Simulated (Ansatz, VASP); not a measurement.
# One calculation of Cu, two programs

```
Cu
1.0
    -1.37065    1.37065    1.41048
     1.37065   -1.37065    1.41048
     1.37065    1.37065   -1.41048
Cu
1
Cartesian
  0.0000 0.0000 0.0000
```

Change from the starting cell: strain -0.050 along x and y, +0.025 along z, atoms carried along.

Alike in both runs: task single point; functional r2SCAN; k mesh 24 × 24 × 24; occupations gaussian, width 0.15 eV; no spin polarisation.

|  | VASP | Ansatz |
| --- | --- | --- |
| version | VASP 6.6.1 | Ansatz 0.2.0 |
| potentials or method | VASP PAW PBE potentials, release 64 (Cu), cutoff 520 eV | scalar-relativistic, plane waves, PAW |
| valence electrons in the cell | 11 | 19 |

```csv
,VASP,Ansatz,Ansatz less VASP
gap on the k mesh at the Fermi level (eV),none,none,-
pressure (GPa),16.3,15.6,-0.68
"traceless stress, the component that is largest in VASP (GPa)",0.13,0.14,+0.017
```

VASP's potentials were made for PBE, not for r2SCAN. A gap of «none» marks a metal or a gap that the smearing closes. The functional is the same, so the differences come from potentials, cutoffs and numerics. VASP's potentials hold 11 valence electrons a cell and Ansatz's 19, so a difference there can come from the potentials and not from the codes.
